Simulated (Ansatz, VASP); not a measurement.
# CuMoH6 in VASP and in Ansatz

```xyz
8
Lattice="4.2378 0.0000 0.0000 -2.1189 3.6700 0.0000 0.0000 0.0000 4.3279" Properties=species:S:1:pos:R:3 pbc="T T T"
Cu    0.0000    0.0000    0.0000
H     1.4356    1.6178    2.1639
H     2.1189    0.4343    2.1639
H     2.8022    1.6178    2.1639
H     0.0000    2.4467    0.4170
H     0.0000    2.4467    3.9109
H     0.0000    0.0000    2.1639
Mo    0.0000    2.4467    2.1639
```

Alike in both runs: task relaxation of cell and atoms; functional PBE; k mesh 12 × 12 × 10; occupations gaussian, width 0.1 eV; no spin polarisation.

```csv
,VASP,Ansatz
version,VASP 6.6.1,Ansatz 0.2.0
potentials or method,"VASP PAW PBE potentials, release 64 (Cu, H, Mo_sv), cutoff 600 eV","scalar-relativistic, plane waves, PAW"
valence electrons in the cell,31,39
```

|  | VASP | Ansatz | Ansatz less VASP |
| --- | --- | --- | --- |
| gap on the k mesh at the Fermi level, each at its own relaxed structure (eV) | none | none | - |
| relaxed volume (Å³/atom) | 8.43 | 8.42 | -0.013 |
| relaxed cell length with the largest relative difference (Å) | 4.326 | 4.320 | -0.0054 |

A gap of «none» marks a metal or a gap that the smearing closes. VASP's potentials hold 31 valence electrons a cell and Ansatz's 39, so a difference there can come from the potentials and not from the codes.
